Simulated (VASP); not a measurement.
Set up this calculation in VASP 6.6.1, as the native input.

```
Task                   : single point
Functional             : PBE
Potentials or basis    : VASP PAW PBE potentials, release 64 (Cu, O)
Cutoff                 : 520 eV
k mesh                 : 6 × 6 × 6
Occupations            : gaussian, width 0.1 eV
Spin                   : collinear spin, ferromagnetic start
Starting moments       : [1.0, 0.0] μB
Dipole correction      : no
Further INCAR settings : ALGO = Normal; EDIFF = 1e-06; NBANDS = 20
```

The structure of CuO lies in POSCAR:

```
CuO
1.0
    2.8558358200      0.0000000000      0.0000000000
    0.0000000000      2.8558358200      0.0000000000
    0.0000000000      0.0000000000      2.8558358200
Cu O
1 1
Direct
    0.0000000000      0.0000000000      0.0000000000
    0.5000000000      0.5000000000      0.5000000000
```

These files were run (other wordings do the same):

INCAR

```
ALGO = Normal
EDIFF = 1E-6
ENCUT = 520
GGA = PE
ISIF = 2
ISMEAR = 0
ISPIN = 2
LASPH = True
LCHARG = True
LELF = True
LMAXMIX = 4
LORBIT = 11
LREAL = False
LVHAR = True
LWAVE = False
MAGMOM = 1 0
NBANDS = 20
NELM = 150
PREC = Accurate
SIGMA = 0.1
```

KPOINTS

```
k-points
0
Gamma
  6 6 6
```

Potentials or basis: VASP PAW PBE potentials, release 64 (Cu, O).

Launch:

```bash
$ cat potpaw_PBE.64/Cu/POTCAR potpaw_PBE.64/O/POTCAR > POTCAR
$ mpirun -np 1 vasp_std > vasp.out
```

Results of the run:

* Pressure: -21.0 GPa
* Band gap on the k mesh: zero (filled and empty bands overlap)
* Net moment: 1.01 μB per cell
* Site moments: Cu +0.41; O +0.56 μB
* Valence electrons inside the program's atomic spheres: Cu 9.59; O 4.76

Caveat: the k points lie up to 0.37 Å⁻¹ apart; a cell with one magnetic atom can't hold antiferromagnetic order, which such compounds often take; semilocal functionals often make such compounds metallic where correlation or magnetic order opens a gap, which also shifts bond lengths.

It took 16 s on 1 thread of Intel(R) Xeon(R) Platinum 8488C (Sapphire Rapids), on a shared host, peak memory 0.15 GiB.
